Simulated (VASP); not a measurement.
# WSe2 (R3m) in VASP: further runs

The runs below take WSe2 through single point, with PBE, r2SCAN.

Everything below comes from runs of VASP 6.6.1. Logs are shortened: lines on timing, memory, paths and dates and some standing lists are left out, and cuts for length are marked.

**1. The cell of the first run**

The structure is trigonal, space group R3m (No. 160). The conventional cell has a = 3.302 Å, b = 3.302 Å, c = 19.739 Å, α = 90.00°, β = 90.00°, γ = 120.00°. W (site symmetry 3m) has 6 Se at 2.53 Å and 6 W at 3.30 Å within 3.4 Å. Se (site symmetry 3m) has 3 W at 2.53 Å and 7 Se at 3.30 to 3.33 Å within 3.4 Å. Within 3.4 Å of Se (site symmetry 3m) lie 3 W at 2.53 Å and 7 Se at 3.30 to 3.33 Å.

**2. Single point, PBE**

INCAR reads:

```
SYSTEM = WSe2
ALGO     = Normal         ! electronic algorithm
EDIFF    = 1E-6           ! SCF threshold, eV
ENCUT    = 520            ! plane-wave cutoff, eV
GGA      = PE             ! functional
ISIF     = 2              ! what is computed and relaxed
ISMEAR   = 0              ! smearing method
LASPH    = .True.         ! aspherical terms in the spheres
LCHARG   = .False.        ! write CHGCAR
LREAL    = .False.        ! projectors in reciprocal space
LWAVE    = .False.        ! write WAVECAR
NBANDS   = 20             ! bands
NELM     = 80             ! most SCF steps
PREC     = Accurate       ! precision mode
SIGMA    = 0.01           ! smearing width, eV
```

KPOINTS reads:

```
k-points
0
Gamma
  10 10 10
  0 0 0
```

POSCAR reads:

```
WSe2
1.0
    1.6510739551      0.9532479924      6.5796479690
   -1.6510739551      0.9532479924      6.5796479690
    0.0000000000     -1.9064959848      6.5796479690
W Se
1 2
Direct
   -0.0000183143     -0.0000183143     -0.0000183143
    0.4176504313      0.4176504313      0.4176504313
    0.2490345496      0.2490345496      0.2490345496
```

Potentials or basis: VASP PAW PBE potentials, release 64 (W_sv, Se).

Run with:

```bash
cat potpaw_PBE.64/W_sv/POTCAR potpaw_PBE.64/Se/POTCAR > POTCAR
mpirun -np 1 vasp_std > vasp.out
```

OUTCAR:

```text
SYSTEM = WSe2
   EDIFF = 1E-6
   ENCUT = 520
   GGA = PE
   ISIF = 2
   ISMEAR = 0
   LASPH = .True.
   LREAL = .False.
   NELM = 80
   PREC = Accurate

 ion  position               nearest neighbor table
   1  1.000  1.000  1.000-   3 2.53   3 2.53   3 2.53   2 2.53   2 2.53   2 2.53
   2  0.418  0.418  0.418-   1 2.53   1 2.53   1 2.53
   3  0.249  0.249  0.249-   1 2.53   1 2.53   1 2.53

  LATTYP: Found a trigonal (rhomboedric) cell.
 ALAT       =     6.8502915512
 COS(alpha) =     0.8838163710

  Lattice vectors:

 A1 = (   1.6510739551,   0.9532479924,   6.5796479690)
 A2 = (  -1.6510739551,   0.9532479924,   6.5796479690)
 A3 = (   0.0000000000,  -1.9064959848,   6.5796479690)

Analysis of symmetry for initial positions (statically):
=====================================================================
 Subroutine PRICEL returns:
 Original cell was already a primitive cell.

 Routine SETGRP: Setting up the symmetry group for a
 trigonal (rhombohedral) supercell.

 Subroutine GETGRP returns: Found  6 space group operations
 (whereof  6 operations were pure point group operations)
 out of a pool of 12 trial point group operations.

The static configuration has the point symmetry C_3v.

Analysis of symmetry for dynamics (positions and initial velocities):
=====================================================================
 Subroutine PRICEL returns:
 Original cell was already a primitive cell.

 Routine SETGRP: Setting up the symmetry group for a
 trigonal (rhombohedral) supercell.

 Subroutine GETGRP returns: Found  6 space group operations
 (whereof  6 operations were pure point group operations)
 out of a pool of 12 trial point group operations.

The dynamic configuration has the point symmetry C_3v.

 Subroutine INISYM returns: Found  6 space group operations
 (whereof  6 operations are pure point group operations),
 and found     1 'primitive' translations

----------------------------------------------------------------------------------------

                                     Primitive cell

  volume of cell :      62.1336

  direct lattice vectors                    reciprocal lattice vectors
     1.651073955  0.953247992  6.579647969     0.302833194  0.174840826  0.050661272
    -1.651073955  0.953247992  6.579647969    -0.302833194  0.174840826  0.050661272
     0.000000000 -1.906495985  6.579647969     0.000000000 -0.349681653  0.050661272

  length of vectors
     6.850291551  6.850291551  6.850291551     0.353332453  0.353332453  0.353332453

[... 76 lines left out ...]
   ISPIN  =      1    spin polarized calculation?
   LNONCOLLINEAR =      F non collinear calculations
   LSORBIT =      F    spin-orbit coupling
   LASPH  =      T    aspherical Exc in radial PAW
   ENCUT  =  520.0 eV  38.22 Ry    6.18 a.u.  12.74 12.74 12.74*2*pi/ulx,y,z
   NELM   =     80;   NELMIN=  2; NELMDL= -5     # of ELM steps
   EDIFF  = 0.1E-05   stopping-criterion for ELM
   LREAL  =      F    real-space projection
   EDIFFG = 0.1E-04   stopping-criterion for IOM
   NSW    =      0    number of steps for IOM
   IBRION =     -1    ionic relax: 0-MD 1-quasi-New 2-CG
   NFREE  =      0    steps in history (QN), initial steepest desc. (CG)
   ISIF   =      2    stress and relaxation
   ISYM   =      2    0-nonsym 1-usesym 2-fastsym
   POTIM  = 0.5000    time-step for ionic-motion
   TEBEG  =    0.0;   TEEND  =   0.0 temperature during run
   PSTRESS=    0.0 pullay stress
   NELECT =      26.0000    total number of electrons
   NUPDOWN=      -1.0000    fix difference up-down
   EMIN   =  10.00;   EMAX   =-10.00  energy-range for DOS
   EFERMI =   0.00;   METHOD = LEGACY
   ISMEAR =     0;   SIGMA  =   0.01  broadening in eV -4-tet -1-fermi 0-gaus
   EFERMI_NEDOS =   21; number of points for ismear=-14 and -15
   IALGO  =     38    algorithm
   IMIX   =      4    mixing-type and parameters
     AMIX     =   0.40;   BMIX     =  1.00
     AMIX_MAG =   1.60;   BMIX_MAG =  1.00
  volume/ion in A,a.u.               =      20.71       139.77
  Fermi-wavevector in a.u.,A,eV,Ry     =   1.224495  2.313961 20.400427  1.499389
  Thomas-Fermi vector in A             =   2.359568
   LORBIT       =      0    0 simple, 1 ext, 2 COOP (PROOUT), +10 PAW based schemes
   GGA     = PE    functional components
   LHFCALC =     F    Hartree Fock is set to
   AEXX    =    0.0000 exact exchange contribution
   IVDW    =     0    specifies the selected vdW correction
   LEPSILON=     F    determine dielectric tensor
   LRPA    =     F    only Hartree local field effects (RPA)
 non-spin polarized calculation
 Gauss-broadening in eV      SIGMA  =   0.01
  energy-cutoff  :      520.00
  volume of cell :       62.13
 maximum number of plane-waves:      1690
 NGX is ok and might be reduce to    54
   NGX = 25   NGY = 25   NGZ = 25

 number of electron      26.0000000 magnetization

 Free energy of the ion-electron system (eV)
  ---------------------------------------------------
  ext. energy  EPLUGINS =         0.00000000
  ---------------------------------------------------
  free energy    TOTEN  =       -21.57791512 eV

  energy without entropy =      -21.57791512  energy(sigma->0) =      -21.57791512

 E-fermi :   6.2326     XC(G=0): -10.6057

 val. band max:        6.0315400025   @ k =   0.5000   0.5000   0.5000
 cond. band min:       7.1141679969   @ k =  -0.2000   0.2000   0.0000
 fundamental gap:      1.0826279944
 Fermi energy:         6.2325810570

 k-point     1 :       0.0000    0.0000    0.0000
  band No.  band energies     occupation
      1     -68.3088      2.00000
      2     -32.5498      2.00000
      3     -32.4353      2.00000
      4     -32.4353      2.00000
      5      -9.2033      2.00000
      6      -7.6467      2.00000
[... 541 lines left out ...]
     19      13.1818      0.00000
     20      14.3339      0.00000

 [... further k-points ...]
[... 5 lines left out ...]
  --------------------------------------------------------------------------------------
  -------------------------------------------------------------------------------------
  Total        1.1941907      1.1941907      1.8554835      0.0000000      0.0000000      0.0000000
  in kB       30.7934204     30.7934204     47.8455278      0.0000000      0.0000000      0.0000000
  external PRESSURE =      36.4774562 kB  Pullay stress =       0.0000000 kB

 VOLUME and BASIS-vectors are now :
 -----------------------------------------------------------------------------
  energy-cutoff  :      520.00
  volume of cell :       62.13
      direct lattice vectors                 reciprocal lattice vectors
     1.651073955  0.953247992  6.579647969     0.302833194  0.174840826  0.050661272
    -1.651073955  0.953247992  6.579647969    -0.302833194  0.174840826  0.050661272
     0.000000000 -1.906495985  6.579647969     0.000000000 -0.349681653  0.050661272

 POSITION                                       TOTAL-FORCE (eV/Angst)
 -----------------------------------------------------------------------------------
      0.00000      0.00000     19.73858         0.000000      0.000000      0.001596
      0.00000      0.00000      8.24398         0.000000      0.000000      0.320276
      0.00000      0.00000      4.91568         0.000000     -0.000000     -0.321872
 -----------------------------------------------------------------------------------
    total drift:                                0.000000     -0.000000     -0.000118

  FREE ENERGIE OF THE ION-ELECTRON SYSTEM (eV)
  ---------------------------------------------------
  free  energy   TOTEN  =       -21.5779151248 eV

  energy  without entropy=      -21.5779151248  energy(sigma->0) =      -21.57791512
```

It took 4.1 min on 1 thread of Intel Xeon 6975P-C (Granite Rapids), shared host; peak memory 0.47 GiB.

Results:

* Free energy: -21.5779 eV
* Pressure: 3.6 GPa
* Largest force: 0.322 eV/Å
* Band gap on the k mesh: 1.08 eV (least direct gap 1.86 eV)

Forces on the atoms (eV/Å):
```
W    0.000  0.000  0.002
Se   0.000  0.000  0.320
Se   0.000  0.000 -0.322
```

Caveat: the cell stands under pressure; spin-orbit coupling is left out, which moves the levels of the heavy elements. A k mesh can miss the band edges.

**3. Single point, r2SCAN**

POSCAR is that of step 2.

INCAR.step1 reads:

```
SYSTEM = WSe2
PREC = Accurate ; ENCUT = 520
ISMEAR = 0 ; SIGMA = 0.01
LREAL = .FALSE. ; LASPH = .TRUE.
NELM = 80 ; NBANDS = 20
GGA = PE ; ALGO = Normal
EDIFF = 1E-4 ; LWAVE = .TRUE.
LCHARG = .FALSE.
```

INCAR.step2 reads:

```
SYSTEM = WSe2
PREC = Accurate ; ENCUT = 520
EDIFF = 1E-6 ; ISMEAR = 0
SIGMA = 0.01 ; LREAL = .FALSE.
LASPH = .TRUE. ; NELM = 80
ALGO = Normal ; ISIF = 2
LWAVE = .FALSE. ; LCHARG = .TRUE.
METAGGA = R2SCAN ; LMIXTAU = .TRUE.
LELF = .TRUE. ; LVHAR = .TRUE.
NBANDS = 20 ; ISTART = 1
```

KPOINTS reads:

```
Automatic mesh
0
G
  10 10 10
  0 0 0
```

Potentials or basis: VASP PAW PBE potentials, release 64 (W_sv, Se).

Run with:

```bash
cat potpaw_PBE.64/W_sv/POTCAR potpaw_PBE.64/Se/POTCAR > POTCAR
cp INCAR.step1 INCAR
mpirun -np 1 vasp_std > vasp.out
cp INCAR.step2 INCAR
mpirun -np 1 vasp_std > vasp.out
```

OUTCAR:

```text
SYSTEM = WSe2
   PREC = Accurate
   ENCUT = 520
   EDIFF = 1E-6
   ISMEAR = 0
   LREAL = .FALSE.
   LASPH = .TRUE.
   NELM = 80
   ISIF = 2
   METAGGA = R2SCAN
   ISTART = 1

 ion  position               nearest neighbor table
   1  1.000  1.000  1.000-   3 2.53   3 2.53   3 2.53   2 2.53   2 2.53   2 2.53
   2  0.418  0.418  0.418-   1 2.53   1 2.53   1 2.53
   3  0.249  0.249  0.249-   1 2.53   1 2.53   1 2.53

  LATTYP: Found a trigonal (rhomboedric) cell.
 ALAT       =     6.8502915512
 COS(alpha) =     0.8838163710

  Lattice vectors:

 A1 = (   1.6510739551,   0.9532479924,   6.5796479690)
 A2 = (  -1.6510739551,   0.9532479924,   6.5796479690)
 A3 = (   0.0000000000,  -1.9064959848,   6.5796479690)

Analysis of symmetry for initial positions (statically):
=====================================================================
 Subroutine PRICEL returns:
 Original cell was already a primitive cell.

 Routine SETGRP: Setting up the symmetry group for a
 trigonal (rhombohedral) supercell.

[... 160 lines left out ...]

 Free energy of the ion-electron system (eV)
  ---------------------------------------------------
  ext. energy  EPLUGINS =         0.00000000
  ---------------------------------------------------
  free energy    TOTEN  =       -81.77804295 eV

  energy without entropy =      -81.77804295  energy(sigma->0) =      -81.77804295

 E-fermi :   6.0600     XC(G=0): -11.2521

 val. band max:        5.8591658681   @ k =   0.5000   0.5000   0.5000
 cond. band min:       7.0634678938   @ k =  -0.2000   0.2000   0.0000
 fundamental gap:      1.2043020257
 Fermi energy:         6.0600389409

 k-point     1 :       0.0000    0.0000    0.0000
  band No.  band energies     occupation
      1     -70.4675      2.00000
      2     -34.0577      2.00000
      3     -33.9408      2.00000
      4     -33.9408      2.00000
      5     -10.0392      2.00000
      6      -8.4056      2.00000
[... 541 lines left out ...]
     19      13.4603      0.00000
     20      14.6787      0.00000

 [... further k-points ...]
[... 5 lines left out ...]
  --------------------------------------------------------------------------------------
  -------------------------------------------------------------------------------------
  Total        0.6436487      0.6436487      0.6065641      0.0000000      0.0000000      0.0000000
  in kB       16.5971369     16.5971369     15.6408718      0.0000000      0.0000000      0.0000000
  external PRESSURE =      16.2783818 kB  Pullay stress =       0.0000000 kB

 VOLUME and BASIS-vectors are now :
 -----------------------------------------------------------------------------
  energy-cutoff  :      520.00
  volume of cell :       62.13
      direct lattice vectors                 reciprocal lattice vectors
     1.651073955  0.953247992  6.579647969     0.302833194  0.174840826  0.050661272
    -1.651073955  0.953247992  6.579647969    -0.302833194  0.174840826  0.050661272
     0.000000000 -1.906495985  6.579647969     0.000000000 -0.349681653  0.050661272

 POSITION                                       TOTAL-FORCE (eV/Angst)
 -----------------------------------------------------------------------------------
      0.00000      0.00000     19.73858         0.000000      0.000000      0.000775
      0.00000      0.00000      8.24398         0.000000      0.000000      0.005583
      0.00000      0.00000      4.91568         0.000000     -0.000000     -0.006358
 -----------------------------------------------------------------------------------
    total drift:                                0.000000     -0.000000     -0.000083

  FREE ENERGIE OF THE ION-ELECTRON SYSTEM (eV)
  ---------------------------------------------------
  free  energy   TOTEN  =       -81.7780429543 eV

  energy  without entropy=      -81.7780429543  energy(sigma->0) =      -81.77804295
```

OSZICAR.step1:

```text
N       E                     dE             d eps       ncg     rms          rms(c)
DAV:   1     0.194579434938E+03    0.19458E+03   -0.12749E+04  4648   0.126E+03
DAV:   2    -0.126134844254E+02   -0.20719E+03   -0.20035E+03  5532   0.330E+02
DAV:   3    -0.224201402052E+02   -0.98067E+01   -0.96952E+01  5736   0.665E+01
DAV:   4    -0.225373694801E+02   -0.11723E+00   -0.11714E+00  5372   0.791E+00
DAV:   5    -0.225385917570E+02   -0.12223E-02   -0.12222E-02  5556   0.892E-01    0.210E+01
DAV:   6    -0.217734670743E+02    0.76512E+00   -0.47949E+00  4984   0.141E+01    0.722E+00
DAV:   7    -0.216352229419E+02    0.13824E+00   -0.14200E+00  4812   0.623E+00    0.451E+00
DAV:   8    -0.215777987644E+02    0.57424E-01   -0.24207E-01  5332   0.325E+00    0.676E-01
DAV:   9    -0.215778993197E+02   -0.10056E-03   -0.10829E-02  5284   0.661E-01    0.346E-01
DAV:  10    -0.215778655821E+02    0.33738E-04   -0.16343E-03  5268   0.305E-01    0.670E-02
DAV:  11    -0.215778936993E+02   -0.28117E-04   -0.16492E-04  3984   0.878E-02
   1 F= -.21577894E+02 E0= -.21577894E+02  d E =-.794438-176
```

Run time: 17 min. Hardware: 1 thread of Intel Xeon 6975P-C (Granite Rapids), shared host; peak memory 0.49 GiB.

Results:

* Free energy: -81.7780 eV
* Pressure: 1.6 GPa
* Largest force: 0.006 eV/Å
* Band gap on the k mesh: 1.20 eV (least direct gap 1.97 eV)

Forces in eV/Å, atoms in the order of the input:
```
W    0.000  0.000  0.001
Se   0.000  0.000  0.006
Se   0.000  0.000 -0.006
```

Caveat: the PAW data sets were made with another functional, which shifts forces and pressure a little; spin-orbit coupling is left out, which moves the levels of the heavy elements. A k mesh can miss the band edges.
